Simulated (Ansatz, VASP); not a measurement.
Al7BN8: VASP beside Ansatz

```
B Al N
1.0
     3.04891   -0.00738    4.88614
     3.04891    0.00738   -4.88614
    -3.04891    5.28684   -0.00796
B Al N
1 7 8
Direct
  0.14060 0.19273 0.33333
  0.13960 0.19258 0.83327
  0.64029 0.69338 0.33367
  0.64069 0.69367 0.83327
  0.05674 0.61008 0.16716
  0.55708 0.11041 0.16716
  0.05716 0.60882 0.66598
  0.55585 0.11050 0.66634
  0.38207 0.95097 0.33304
  0.88406 0.44943 0.33349
  0.38408 0.94845 0.83344
  0.88499 0.44936 0.83344
  0.29990 0.36389 0.16831
  0.30038 0.36307 0.66345
  0.80442 0.86841 0.16831
  0.80009 0.86625 0.66634
```

Change from the starting cell: polar distortion scaled by 0.10.

Alike in both runs: task single point; functional PBEsol; k mesh 8 × 8 × 8; no spin polarisation.

|  | VASP | Ansatz |
| --- | --- | --- |
| version | VASP 6.6.1 | Ansatz 0.2.0 |
| potentials or method | VASP PAW PBE potentials, release 64 (B, Al, N), cutoff 600 eV | scalar-relativistic, plane waves, PAW |
| occupations | gaussian, width 0.01 eV | fixed |
| valence electrons in the cell | 64 | 64 |

|  | VASP | Ansatz | Ansatz less VASP |
| --- | --- | --- | --- |
| gap on the k mesh at the Fermi level (eV) | 2.40 | 2.39 | -0.003 |
| least direct gap on the mesh (eV) | 2.40 | 2.39 | -0.003 |
| pressure (GPa) | 11.8 | 11.7 | -0.15 |
| traceless stress, the component that is largest in VASP (GPa) | -20.77 | -20.38 | +0.387 |
| rms of the force components (eV/Å) | 1.233 | 1.231 | -0.0020 |

VASP's potentials were made for PBE, not for PBEsol, and Ansatz warns of the same on its side. Atom by atom the forces differ by 0.003 eV/Å (rms over components).
